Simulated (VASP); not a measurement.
# TaN (Imm2) in VASP: single point with LDA

Aim: the single point of TaN with LDA.

All numbers are computed with VASP 6.6.1; they aren't measurements. Logs are shortened: lines on timing, memory, paths and dates and some standing lists are left out, and cuts for length are marked.

## 1. The cell of the first run

Symmetry: Imm2, No. 44, orthorhombic system. The conventional cell has a = 3.075 Å, b = 4.349 Å, c = 3.075 Å, α = 90.00°, β = 90.00°, γ = 90.00°. Within 2.6 Å of Ta (site symmetry mm2) lie 6 N at 1.97 to 2.39 Å. N (site symmetry mm2) has 6 Ta at 1.97 to 2.39 Å within 2.6 Å.

## 2. Single point, LDA (atoms displaced along several vibrational modes)

File INCAR:

```
SYSTEM = TaN
PREC = Accurate
ENCUT = 700
EDIFF = 1E-6
ISMEAR = 0
SIGMA = 0.15
LREAL = .False.
LASPH = .True.
NELM = 120
ALGO = Normal
ISIF = 2
LWAVE = .False.
LCHARG = .False.
GGA = CA
NBANDS = 16
GGA_COMPAT = .False.
```

File KPOINTS:

```
Automatic mesh
0
Gamma
  18 18 18
  0 0 0
```

File POSCAR:

```
TaN
1.0
    0.0000000000      2.1742693740      2.1742693740
    2.1742693740      0.0000000000      2.1742693740
    2.1742693740      2.1742693740      0.0000000000
Ta N
1 1
Direct
    0.5000000000      0.5069780544      0.5000000000
    0.0000000000     -0.0901452241      0.0000000000
```

Potentials or basis: VASP PAW LDA potentials, release 64 (Ta_sv_GW, N).

The run is started by

```sh
$ cat potpaw_LDA.64/Ta_sv_GW/POTCAR potpaw_LDA.64/N/POTCAR > POTCAR
$ mpirun -np 1 vasp_std > vasp.out
```

OUTCAR:

```text
SYSTEM = TaN
   PREC = Accurate
   ENCUT = 700
   EDIFF = 1E-6
   ISMEAR = 0
   LREAL = .False.
   LASPH = .True.
   NELM = 120
   ISIF = 2
   GGA = CA

 ion  position               nearest neighbor table
   1  0.500  0.507  0.500-   2 1.97   2 1.97   2 2.19   2 2.19   2 2.39   2 2.39
   2  0.000  0.910  0.000-   1 1.97   1 1.97   1 2.19   1 2.19   1 2.39   1 2.39

  LATTYP: Found a face centered cubic cell.
 ALAT       =     4.3485387480

  Lattice vectors:

 A1 = (   0.0000000000,   2.1742693740,   2.1742693740)
 A2 = (   2.1742693740,   0.0000000000,   2.1742693740)
 A3 = (   2.1742693740,   2.1742693740,   0.0000000000)

Analysis of symmetry for initial positions (statically):
=====================================================================
 Subroutine PRICEL returns:
 Original cell was already a primitive cell.

 Routine SETGRP: Setting up the symmetry group for a
 face centered cubic supercell.

 Subroutine GETGRP returns: Found  4 space group operations
 (whereof  4 operations were pure point group operations)
 out of a pool of 48 trial point group operations.

The static configuration has the point symmetry C_2v.

Analysis of symmetry for dynamics (positions and initial velocities):
=====================================================================
 Subroutine PRICEL returns:
 Original cell was already a primitive cell.

 Routine SETGRP: Setting up the symmetry group for a
 face centered cubic supercell.

 Subroutine GETGRP returns: Found  4 space group operations
 (whereof  4 operations were pure point group operations)
 out of a pool of 48 trial point group operations.

The dynamic configuration has the point symmetry C_2v.

 Subroutine INISYM returns: Found  4 space group operations
 (whereof  4 operations are pure point group operations),
 and found     1 'primitive' translations

----------------------------------------------------------------------------------------

                                     Primitive cell

  volume of cell :      20.5575

  direct lattice vectors                    reciprocal lattice vectors
     0.000000000  2.174269374  2.174269374    -0.229962306  0.229962306  0.229962306
     2.174269374  0.000000000  2.174269374     0.229962306 -0.229962306  0.229962306
     2.174269374  2.174269374  0.000000000     0.229962306  0.229962306 -0.229962306

  length of vectors
     3.074881237  3.074881237  3.074881237     0.398306399  0.398306399  0.398306399

  position of ions in fractional coordinates (direct lattice)
     0.500000000  0.506978054  0.500000000
     0.000000000  0.909854776  0.000000000

  ion indices of the primitive-cell ions
   primitive index   ion index
                 1           1
                 2           2

----------------------------------------------------------------------------------------

 KPOINTS: Automatic mesh

Automatic generation of k-mesh.
 Grid dimensions read from file:
 generate k-points for:   18   18   18

 Generating k-lattice:

  Cartesian coordinates                     Fractional coordinates (reciprocal lattice)
    -0.012775684  0.012775684  0.012775684     0.055555556  0.000000000  0.000000000
     0.012775684 -0.012775684  0.012775684     0.000000000  0.055555556  0.000000000
     0.012775684  0.012775684 -0.012775684     0.000000000  0.000000000  0.055555556

  Length of vectors
     0.022128133  0.022128133  0.022128133

  Shift w.r.t. Gamma in fractional coordinates (k-lattice)
     0.000000000  0.000000000  0.000000000

 Subroutine IBZKPT returns following result:
 ===========================================

 Found    865 irreducible k-points:

 Following reciprocal coordinates:
            Coordinates               Weight
  0.000000  0.000000  0.000000      1.000000
  0.055556  0.000000  0.000000      4.000000
  0.000000  0.055556  0.000000      4.000000
  0.111111  0.000000  0.000000      4.000000
  0.000000  0.111111  0.000000      4.000000
  0.166667  0.000000  0.000000      4.000000
[... 16 lines left out ...]
  0.000000  0.111111  0.055556      8.000000
  0.055556  0.000000  0.111111      4.000000
 [... further k-points ...]
   k-points           NKPTS =    865   k-points in BZ     NKDIM =    865   number of bands    NBANDS=     16
   number of dos      NEDOS =    301   number of ions     NIONS =      2
   total plane-waves  NPLWV =  21952
   dimension x,y,z NGX =    28 NGY =   28 NGZ =   28
   dimension x,y,z NGXF=    56 NGYF=   56 NGZF=   56
   ions per type =               1   1
   NGX,Y,Z   is equivalent  to a cutoff of  15.14, 15.14, 15.14 a.u.
   NGXF,Y,Z  is equivalent  to a cutoff of  30.28, 30.28, 30.28 a.u.
 SYSTEM =  TaN
   PREC   = accura    normal or accurate (medium, high low for compatibility)
   ISTART =      0    job   : 0-new  1-cont  2-samecut
   ICHARG =      2    charge: 1-file 2-atom 10-const
   ISPIN  =      1    spin polarized calculation?
   LNONCOLLINEAR =      F non collinear calculations
   LSORBIT =      F    spin-orbit coupling
   LASPH  =      T    aspherical Exc in radial PAW
   ENCUT  =  700.0 eV  51.45 Ry    7.17 a.u.   6.63  6.63  6.63*2*pi/ulx,y,z
   NELM   =    120;   NELMIN=  2; NELMDL= -5     # of ELM steps
   EDIFF  = 0.1E-05   stopping-criterion for ELM
   LREAL  =      F    real-space projection
   EDIFFG = 0.1E-04   stopping-criterion for IOM
   NSW    =      0    number of steps for IOM
   IBRION =     -1    ionic relax: 0-MD 1-quasi-New 2-CG
   NFREE  =      0    steps in history (QN), initial steepest desc. (CG)
   ISIF   =      2    stress and relaxation
   ISYM   =      2    0-nonsym 1-usesym 2-fastsym
   POTIM  = 0.5000    time-step for ionic-motion
   TEBEG  =    0.0;   TEEND  =   0.0 temperature during run
   PSTRESS=    0.0 pullay stress
   NELECT =      18.0000    total number of electrons
   NUPDOWN=      -1.0000    fix difference up-down
   EMIN   =  10.00;   EMAX   =-10.00  energy-range for DOS
   EFERMI =   0.00;   METHOD = LEGACY
   ISMEAR =     0;   SIGMA  =   0.15  broadening in eV -4-tet -1-fermi 0-gaus
   EFERMI_NEDOS =   21; number of points for ismear=-14 and -15
   IALGO  =     38    algorithm
   IMIX   =      4    mixing-type and parameters
     AMIX     =   0.40;   BMIX     =  1.00
     AMIX_MAG =   1.60;   BMIX_MAG =  1.00
  volume/ion in A,a.u.               =      10.28        69.36
  Fermi-wavevector in a.u.,A,eV,Ry     =   1.566182  2.959655 33.374099  2.452927
  Thomas-Fermi vector in A             =   2.668548
   LORBIT       =      0    0 simple, 1 ext, 2 COOP (PROOUT), +10 PAW based schemes
   GGA     = CA    functional components
   LHFCALC =     F    Hartree Fock is set to
   AEXX    =    0.0000 exact exchange contribution
   IVDW    =     0    specifies the selected vdW correction
   LEPSILON=     F    determine dielectric tensor
   LRPA    =     F    only Hartree local field effects (RPA)
 non-spin polarized calculation
 Gauss-broadening in eV      SIGMA  =   0.15
  energy-cutoff  :      700.00
  volume of cell :       20.56
 maximum number of plane-waves:       893
   NGX = 13   NGY = 13   NGZ = 13

 number of electron      17.9999999 magnetization

 Free energy of the ion-electron system (eV)
  ---------------------------------------------------
  ext. energy  EPLUGINS =         0.00000000
  ---------------------------------------------------
  free energy    TOTEN  =       -26.20826603 eV

  energy without entropy =      -26.20007020  energy(sigma->0) =      -26.20416812

 E-fermi :  13.8029     XC(G=0): -14.2214

 val. band max:       13.8011988380   @ k =  -0.2778   0.0556   0.0000
 cond. band min:      13.8046152235   @ k =   0.0556   0.0000   0.2778
 fundamental gap:      0.0034163855
 Fermi energy:        13.8028524286

 k-point     1 :       0.0000    0.0000    0.0000
  band No.  band energies     occupation
      1     -54.9165      2.00000
      2     -21.4171      2.00000
      3     -21.3931      2.00000
      4     -21.3310      2.00000
      5      -4.8511      2.00000
      6       8.4562      2.00000
[... 8 lines left out ...]
     15      23.0283      0.00000
     16      37.2186      0.00000

 k-point     2 :       0.0556    0.0000    0.0000
  band No.  band energies     occupation
      1     -54.9143      2.00000
      2     -21.4465      2.00000
      3     -21.3941      2.00000
      4     -21.3414      2.00000
      5      -4.7682      2.00000
      6       8.0985      2.00000
[... 8 lines left out ...]
     15      23.2662      0.00000
     16      36.5929      0.00000

 k-point     3 :       0.0000    0.0556    0.0000
  band No.  band energies     occupation
      1     -54.9143      2.00000
      2     -21.4201      2.00000
      3     -21.4191      2.00000
      4     -21.3408      2.00000
      5      -4.7729      2.00000
      6       8.1765      2.00000
[... 8 lines left out ...]
     15      23.2789      0.00000
     16      36.4137      0.00000

 k-point     4 :       0.1111    0.0000    0.0000
  band No.  band energies     occupation
      1     -54.9081      2.00000
      2     -21.5367      2.00000
      3     -21.4014      2.00000
      4     -21.3601      2.00000
      5      -4.5275      2.00000
      6       7.4702      2.00000
[... 8 lines left out ...]
     15      23.9450      0.00000
     16      35.0204      0.00000
[... 324 lines left out ...]
 k-point    22 :       0.1111    0.0556    0.0000
  band No.  band energies     occupation
      1     -54.9088      2.00000
      2     -21.5200      2.00000
      3     -21.4096      2.00000
      4     -21.3567      2.00000
      5      -4.5555      2.00000
      6       7.5663      2.00000
[... 8 lines left out ...]
     15      23.8737      0.00000
     16      35.0757      0.00000

 k-point    23 :       0.0000    0.1111    0.0556
  band No.  band energies     occupation
      1     -54.9089      2.00000
      2     -21.4932      2.00000
      3     -21.4311      2.00000
      4     -21.3563      2.00000
      5      -4.5689      2.00000
      6       7.6619      2.00000
[... 8 lines left out ...]
     15      23.9046      0.00000
     16      35.0625      0.00000

 k-point    24 :       0.0556    0.0000    0.1111
  band No.  band energies     occupation
      1     -54.9089      2.00000
      2     -21.4877      2.00000
      3     -21.4160      2.00000
      4     -21.3787      2.00000
      5      -4.5703      2.00000
      6       7.4846      2.00000
[... 8 lines left out ...]
     15      23.8934      0.00000
     16      35.3036      0.00000

 [... further k-points ...]
[... 5 lines left out ...]
  --------------------------------------------------------------------------------------
  -------------------------------------------------------------------------------------
  Total        3.2941053      0.1391212      3.2941053     -0.0000000      0.0000000     -0.9721545
  in kB      256.7308268     10.8426102    256.7308268     -0.0000000      0.0000000    -75.7662605
  external PRESSURE =     174.7680879 kB  Pullay stress =       0.0000000 kB

 VOLUME and BASIS-vectors are now :
 -----------------------------------------------------------------------------
  energy-cutoff  :      700.00
  volume of cell :       20.56
      direct lattice vectors                 reciprocal lattice vectors
     0.000000000  2.174269374  2.174269374    -0.229962306  0.229962306  0.229962306
     2.174269374  0.000000000  2.174269374     0.229962306 -0.229962306  0.229962306
     2.174269374  2.174269374  0.000000000     0.229962306  0.229962306 -0.229962306

 POSITION                                       TOTAL-FORCE (eV/Angst)
 -----------------------------------------------------------------------------------
      2.18944      2.17427      2.18944        -2.441097      0.000000     -2.441097
      1.97827      0.00000      1.97827         2.441097     -0.000000      2.441097
 -----------------------------------------------------------------------------------
    total drift:                                0.000005      0.000000      0.000005

  FREE ENERGIE OF THE ION-ELECTRON SYSTEM (eV)
  ---------------------------------------------------
  free  energy   TOTEN  =       -26.2082660343 eV

  energy  without entropy=      -26.2000701981  energy(sigma->0) =      -26.20416812
```

Wall time 11 min (1 thread of AMD EPYC 7R43 (Zen 3), shared host); peak memory 0.52 GiB.

Results:

```
Free energy            : -26.2083 eV
Pressure               : 17.5 GPa
Largest force          : 3.452 eV/Å
Band gap on the k mesh : zero (bands 9 and 10 overlap by 3.03 eV)
```

Forces on the atoms (eV/Å):
```
Ta  -2.441  0.000 -2.441
N    2.441  0.000  2.441
```

Stress tensor (GPa, compression positive):
```
25.67  0.00 -7.58
 0.00  1.08  0.00
-7.58  0.00 25.67
```

Levels at points of the mesh, in eV from the Fermi level:
```tsv
k point	band 7	band 8	band 9	band 10	band 11	band 12
(0.00, 0.00, 0.00)	-5.05	-4.90	-2.03	-0.76	-0.25	1.29
(0.50, 0.00, 0.00)	-7.45	-7.04	1.49	1.58	2.61	3.41
(0.00, 0.50, 0.00)	-7.79	-7.58	1.71	2.04	2.79	4.32
(0.50, 0.50, 0.00)	-6.32	-4.65	-3.07	2.81	3.85	3.96
(0.50, 0.00, 0.50)	-6.47	-4.94	-2.13	3.11	3.97	3.98
```

Caveat: the cell differs from its parent crystal (atoms displaced along several vibrational modes); the stress differs along the axes, from 1 to 26 GPa; spin-orbit coupling is left out, which moves the levels of the heavy elements; forces of over 1 eV/Å act on the atoms, so gaps and moduli don't describe the material at rest.
